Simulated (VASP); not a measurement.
# Mg12H (a cell with a defect) in VASP: further runs

Mg12H (a cell with a defect) is run at these levels: PBE; tasks: single point.

Program: VASP 6.6.1. These are calculated values, not measurements. Logs are shortened: lines on timing, memory, paths and dates and some standing lists are left out, and cuts for length are marked.

## (1) The cell of the first run

The cell holds a defect, 13 atoms: a = 6.420 Å, b = 9.630 Å, c = 5.213 Å, α = 90.00°, β = 90.00°, γ = 120.00°.

## (2) Single point, PBE

File INCAR:

```
SYSTEM = Mg12H
  ALGO = Normal
  EDIFF = 1E-6
  ENCUT = 520
  GGA = PE
  ISIF = 2
  ISMEAR = 0
  LASPH = .TRUE.
  LCHARG = .FALSE.
  LREAL = .FALSE.
  LWAVE = .FALSE.
  NBANDS = 24
  NELM = 60
  PREC = Accurate
  SIGMA = 0.1
```

File KPOINTS:

```
k-points
0
G
  4 3 4
  0 0 0
```

File POSCAR:

```
Mg12H
1.0
    6.4200000000      0.0000000000      0.0000000000
   -4.8150000000      8.3398250000      0.0000000000
    0.0000000000      0.0000000000      5.2130400000
Mg H
12 1
Direct
    0.0003504161     -0.0001570776      0.0062652502
    0.1720506051      0.2319675773      0.5015679910
   -0.0003984950      0.3334759422     -0.0029243973
    0.1630287038      0.5540322489      0.4991465632
   -0.0012611931      0.6655076096     -0.0017377576
    0.1709721177      0.8838529585      0.5017291254
    0.4998142711     -0.0000742222     -0.0038328883
    0.6672158574      0.2225416001      0.4939699293
    0.5015736381      0.3345712890     -0.0051783604
    0.6683072790      0.5564481269      0.4969501481
    0.4974543330      0.6642080619     -0.0037304529
    0.6561777992      0.8852279274      0.5014039793
    0.0025219053      0.0021099963      0.3971912742
```

Potentials or basis: VASP PAW PBE potentials, release 64 (Mg, H).

Launch:

```bash
$ cat potpaw_PBE.64/Mg/POTCAR potpaw_PBE.64/H/POTCAR > POTCAR
$ mpirun -np 1 vasp_std > vasp.out
```

OUTCAR:

```text
SYSTEM = Mg12H
   EDIFF = 1E-6
   ENCUT = 520
   GGA = PE
   ISIF = 2
   ISMEAR = 0
   LASPH = .TRUE.
   LREAL = .FALSE.
   NELM = 60
   PREC = Accurate

 ion  position               nearest neighbor table
   1  0.000  1.000  0.006-  13 2.04   7 3.21  12 3.21   7 3.21   5 3.21   3 3.22   6 3.22   9 3.22
                             2 3.23  11 3.23  12 3.25   6 3.25   2 3.27
   2  0.172  0.232  0.502-  13 1.99   4 3.13   3 3.15  10 3.16   9 3.16   3 3.19   8 3.20   9 3.22
                             8 3.23   1 3.23   1 3.27  12 3.33   6 3.35
   3  1.000  0.333  0.997-   2 3.15   4 3.18   8 3.18  11 3.19   2 3.19   4 3.20   5 3.20   9 3.20
                             8 3.21   7 3.21   1 3.22   9 3.22
   4  0.163  0.554  0.499-   2 3.13   6 3.15  12 3.18   3 3.18   8 3.19  10 3.19   5 3.19  11 3.19
                             5 3.20   3 3.20  11 3.21  10 3.23
   5  0.999  0.666  0.998-   6 3.17  10 3.18   4 3.19   9 3.19  10 3.19   6 3.19   4 3.20   3 3.20
                            11 3.21  11 3.21   1 3.21   7 3.22
   6  0.171  0.884  0.502-  13 2.00  12 3.11   4 3.15   7 3.16   5 3.17  10 3.19   5 3.19   7 3.21
                             1 3.22   8 3.22   1 3.25  12 3.31   2 3.35
   7  0.500  1.000  0.996-  12 3.16   6 3.16   8 3.19  12 3.21   1 3.21   6 3.21   8 3.21   3 3.21
                             1 3.21   9 3.22   5 3.22  11 3.23
   8  0.667  0.223  0.494-   3 3.18   4 3.19   7 3.19   9 3.20   2 3.20   9 3.20   3 3.21   7 3.21
                            10 3.21  12 3.21   6 3.22   2 3.23
   9  0.502  0.335  0.995-   2 3.16  10 3.19  11 3.19   5 3.19   8 3.20   3 3.20   8 3.20  10 3.21
                             2 3.22   7 3.22   3 3.22   1 3.22
  10  0.668  0.556  0.497-   2 3.16   5 3.18   9 3.19   4 3.19   6 3.19  11 3.19   5 3.19  11 3.20
                             9 3.21  12 3.21   8 3.21   4 3.23
  11  0.497  0.664  0.996-  12 3.17   9 3.19   4 3.19   3 3.19  10 3.19  10 3.20   5 3.21   5 3.21
                             4 3.21  12 3.21   7 3.23   1 3.23
  12  0.656  0.885  0.501-  13 2.00   6 3.11   7 3.16  11 3.17   4 3.18   7 3.21  10 3.21   1 3.21
                             8 3.21  11 3.21   1 3.25   6 3.31   2 3.33
  13  0.003  0.002  0.397-   2 1.99   6 2.00  12 2.00   1 2.04

  LATTYP: Found a simple monoclinic cell.
 ALAT       =     6.4200000000
 B/A-ratio  =     0.8120000000
 C/A-ratio  =     1.3228757108
 COS(beta)  =    -0.1889822286

  Lattice vectors:

 A1 = (   6.4200000000,   0.0000000000,   0.0000000000)
 A2 = (   0.0000000000,   0.0000000000,   5.2130400000)
 A3 = (  -1.6050000000,  -8.3398250000,   0.0000000000)

Analysis of symmetry for initial positions (statically):
=====================================================================
 Subroutine PRICEL returns:
 Original cell was already a primitive cell.

 Routine SETGRP: Setting up the symmetry group for a
 simple monoclinic supercell.

 Subroutine GETGRP returns: Found  1 space group operations
 (whereof  1 operations were pure point group operations)
 out of a pool of  4 trial point group operations.

The static configuration has the point symmetry C_1 .

Analysis of symmetry for dynamics (positions and initial velocities):
=====================================================================
 Subroutine PRICEL returns:
 Original cell was already a primitive cell.

 Routine SETGRP: Setting up the symmetry group for a
 simple monoclinic supercell.

 Subroutine GETGRP returns: Found  1 space group operations
 (whereof  1 operations were pure point group operations)
 out of a pool of  4 trial point group operations.

The dynamic configuration has the point symmetry C_1 .

 Subroutine INISYM returns: Found  1 space group operations
 (whereof  1 operations are pure point group operations),
 and found     1 'primitive' translations

----------------------------------------------------------------------------------------

                                     Primitive cell

  volume of cell :     279.1149

  direct lattice vectors                    reciprocal lattice vectors
     6.420000000  0.000000000  0.000000000     0.155763240  0.089929945  0.000000000
    -4.815000000  8.339825000  0.000000000     0.000000000  0.119906593  0.000000000
     0.000000000  0.000000000  5.213040000     0.000000000  0.000000000  0.191826650

  length of vectors
     6.420000000  9.630000313  5.213040000     0.179859895  0.119906593  0.191826650

  position of ions in fractional coordinates (direct lattice)
[... 35 lines left out ...]
 Grid dimensions read from file:
 generate k-points for:    4    3    4

 Generating k-lattice:

  Cartesian coordinates                     Fractional coordinates (reciprocal lattice)
     0.038940810  0.022482486  0.000000000     0.250000000  0.000000000  0.000000000
     0.000000000  0.039968864  0.000000000     0.000000000  0.333333333  0.000000000
     0.000000000  0.000000000  0.047956663     0.000000000  0.000000000  0.250000000

  Length of vectors
     0.044964974  0.039968864  0.047956663

  Shift w.r.t. Gamma in fractional coordinates (k-lattice)
     0.000000000  0.000000000  0.000000000

 Subroutine IBZKPT returns following result:
 ===========================================

 Found     26 irreducible k-points:

 Following reciprocal coordinates:
            Coordinates               Weight
  0.000000  0.000000  0.000000      1.000000
  0.250000  0.000000  0.000000      2.000000
  0.500000  0.000000  0.000000      1.000000
  0.000000  0.333333  0.000000      2.000000
  0.250000  0.333333  0.000000      2.000000
  0.500000  0.333333  0.000000      2.000000
[... 16 lines left out ...]
  0.000000  0.333333  0.500000      2.000000
  0.250000  0.333333  0.500000      2.000000
 [... further k-points ...]
   k-points           NKPTS =     26   k-points in BZ     NKDIM =     26   number of bands    NBANDS=     24
   number of dos      NEDOS =    301   number of ions     NIONS =     13
   total plane-waves  NPLWV = 138240
   dimension x,y,z NGX =    48 NGY =   72 NGZ =   40
   dimension x,y,z NGXF=    96 NGYF=  144 NGZF=   80
   ions per type =              12   1
   NGX,Y,Z   is equivalent  to a cutoff of  12.43, 12.43, 12.76 a.u.
   NGXF,Y,Z  is equivalent  to a cutoff of  24.86, 24.86, 25.51 a.u.
 SYSTEM =  Mg12H
   PREC   = accura    normal or accurate (medium, high low for compatibility)
   ISTART =      0    job   : 0-new  1-cont  2-samecut
   ICHARG =      2    charge: 1-file 2-atom 10-const
   ISPIN  =      1    spin polarized calculation?
   LNONCOLLINEAR =      F non collinear calculations
   LSORBIT =      F    spin-orbit coupling
   LASPH  =      T    aspherical Exc in radial PAW
   ENCUT  =  520.0 eV  38.22 Ry    6.18 a.u.  11.94 17.91  9.69*2*pi/ulx,y,z
   NELM   =     60;   NELMIN=  2; NELMDL= -5     # of ELM steps
   EDIFF  = 0.1E-05   stopping-criterion for ELM
   LREAL  =      F    real-space projection
[... 7 lines left out ...]
   TEBEG  =    0.0;   TEEND  =   0.0 temperature during run
   PSTRESS=    0.0 pullay stress
   NELECT =      25.0000    total number of electrons
   NUPDOWN=      -1.0000    fix difference up-down
   EMIN   =  10.00;   EMAX   =-10.00  energy-range for DOS
   EFERMI =   0.00;   METHOD = LEGACY
   ISMEAR =     0;   SIGMA  =   0.10  broadening in eV -4-tet -1-fermi 0-gaus
   EFERMI_NEDOS =   21; number of points for ismear=-14 and -15
   IALGO  =     38    algorithm
   IMIX   =      4    mixing-type and parameters
     AMIX     =   0.40;   BMIX     =  1.00
     AMIX_MAG =   1.60;   BMIX_MAG =  1.00
  volume/ion in A,a.u.               =      21.47       144.89
  Fermi-wavevector in a.u.,A,eV,Ry     =   0.732477  1.384180  7.299827  0.536522
  Thomas-Fermi vector in A             =   1.824949
   LORBIT       =      0    0 simple, 1 ext, 2 COOP (PROOUT), +10 PAW based schemes
   GGA     = PE    functional components
   LHFCALC =     F    Hartree Fock is set to
   AEXX    =    0.0000 exact exchange contribution
   IVDW    =     0    specifies the selected vdW correction
   LEPSILON=     F    determine dielectric tensor
   LRPA    =     F    only Hartree local field effects (RPA)
 non-spin polarized calculation
 Gauss-broadening in eV      SIGMA  =   0.10
  energy-cutoff  :      520.00
  volume of cell :      279.11
 maximum number of plane-waves:      7534
   NGX = 23   NGY = 35   NGZ = 19

 number of electron      25.0000000 magnetization

 Free energy of the ion-electron system (eV)
  ---------------------------------------------------
  ext. energy  EPLUGINS =         0.00000000
  ---------------------------------------------------
  free energy    TOTEN  =       -21.30001665 eV

  energy without entropy =      -21.27180987  energy(sigma->0) =      -21.28591326

 E-fermi :   2.6873     XC(G=0):  -8.4983

 val. band max:        2.6551391403   @ k =   0.2500   0.3333   0.2500
 cond. band min:       2.7062502490   @ k =   0.2500  -0.3333   0.2500
 fundamental gap:      0.0511111087
 Fermi energy:         2.6873196603

 k-point     1 :       0.0000    0.0000    0.0000
  band No.  band energies     occupation
      1      -4.8375      2.00000
      2      -3.1040      2.00000
      3      -2.1424      2.00000
      4      -1.3105      2.00000
      5      -0.5660      2.00000
      6      -0.0347      2.00000
[... 637 lines left out ...]
     23       6.9282      0.00000
     24       7.7415      0.00000

 [... further k-points ...]

------------------------ aborting loop because EDIFF is reached ----------------------------------------

  FORCE on cell =-STRESS in cart. coord.  units (eV):
  Direction    XX          YY          ZZ          XY          YZ          ZX
  --------------------------------------------------------------------------------------
  -------------------------------------------------------------------------------------
  Total       -0.8701526     -0.6158743      0.7475066     -0.7218082     -0.2633269     -0.0808493
  in kB       -4.9948563     -3.5352463      4.2908426     -4.1433288     -1.5115507     -0.4640915
  external PRESSURE =      -1.4130867 kB  Pullay stress =       0.0000000 kB

 VOLUME and BASIS-vectors are now :
 -----------------------------------------------------------------------------
  energy-cutoff  :      520.00
  volume of cell :      279.11
      direct lattice vectors                 reciprocal lattice vectors
     6.420000000  0.000000000  0.000000000     0.155763240  0.089929945  0.000000000
    -4.815000000  8.339825000  0.000000000     0.000000000  0.119906593  0.000000000
     0.000000000  0.000000000  5.213040000     0.000000000  0.000000000  0.191826650

 POSITION                                       TOTAL-FORCE (eV/Angst)
 -----------------------------------------------------------------------------------
     -4.81199      8.33852      0.03266        -0.001102     -0.000492     -0.007462
     -0.01236      1.93457      2.61469        -0.000263     -0.002043     -0.004226
      4.81176      2.78113      5.19779        -0.000043      0.000391     -0.001384
     -1.62102      4.62053      2.60207         0.000137      0.000006     -0.000596
      3.20748      5.55022      5.20398        -0.000252     -0.000310     -0.001340
     -3.15811      7.37118      2.61553        -0.003034      0.002705     -0.003762
     -1.60583      8.33921      5.19306         0.000554     -0.000815      0.001612
      3.21199      1.85596      2.57509         0.000543      0.001064      0.003481
      1.60914      2.79027      5.18605        -0.000272     -0.000859      0.000760
      1.61124      4.64068      2.59062        -0.000125     -0.000989      0.001353
     -0.00451      5.53938      5.19359         0.000196      0.001764      0.001154
     -0.04971      7.38265      2.61384        -0.001500      0.000265     -0.002320
      0.00603      0.01760      2.07057         0.005160     -0.000687      0.012730
 -----------------------------------------------------------------------------------
    total drift:                                0.000014      0.000025     -0.000373

  FREE ENERGIE OF THE ION-ELECTRON SYSTEM (eV)
  ---------------------------------------------------
  free  energy   TOTEN  =       -21.3000166497 eV

  energy  without entropy=      -21.2718098735  energy(sigma->0) =      -21.28591326
```

Run time: 2.9 min. Hardware: 1 thread of Oxide Virtual Turin-like, shared host; peak memory 0.39 GiB.

Results:

```yaml
Free_energy: -21.3000 eV
Pressure: -0.1 GPa
Largest_force: 0.014 eV/Å
Band_gap_on_the_k_mesh: zero (an odd number of electrons rules out a gap without spin polarisation)
```

Forces in eV/Å, atoms in the order of the input:
```
Mg  -0.001  0.000 -0.007
Mg   0.000 -0.002 -0.004
Mg   0.000  0.000 -0.001
Mg   0.000  0.000 -0.001
Mg   0.000  0.000 -0.001
Mg  -0.003  0.003 -0.004
Mg   0.001 -0.001  0.002
Mg   0.001  0.001  0.003
Mg   0.000 -0.001  0.001
Mg   0.000 -0.001  0.001
Mg   0.000  0.002  0.001
Mg  -0.002  0.000 -0.002
H    0.005 -0.001  0.013
```

Stress tensor (GPa, compression positive):
```
-0.50 -0.41 -0.05
-0.41 -0.35 -0.15
-0.05 -0.15  0.43
```

Levels at points of the mesh, in eV from the Fermi level:
```tsv
k point	band 10	band 11	band 12	band 13	band 14	band 15
(0.00, 0.00, 0.00)	-0.82	-0.25	0.03	0.22	0.29	0.48
(0.50, 0.00, 0.00)	-0.61	-0.42	-0.19	-0.18	-0.15	0.11
(0.00, 0.00, 0.50)	-1.91	-1.44	-1.16	-0.65	-0.56	0.64
(0.50, 0.00, 0.50)	-0.88	-0.81	-0.80	0.34	0.70	0.80
```

(Part 1 of 3 ends here.)

The gap in the log of VASP goes by the Fermi energy; the results here count the filled bands.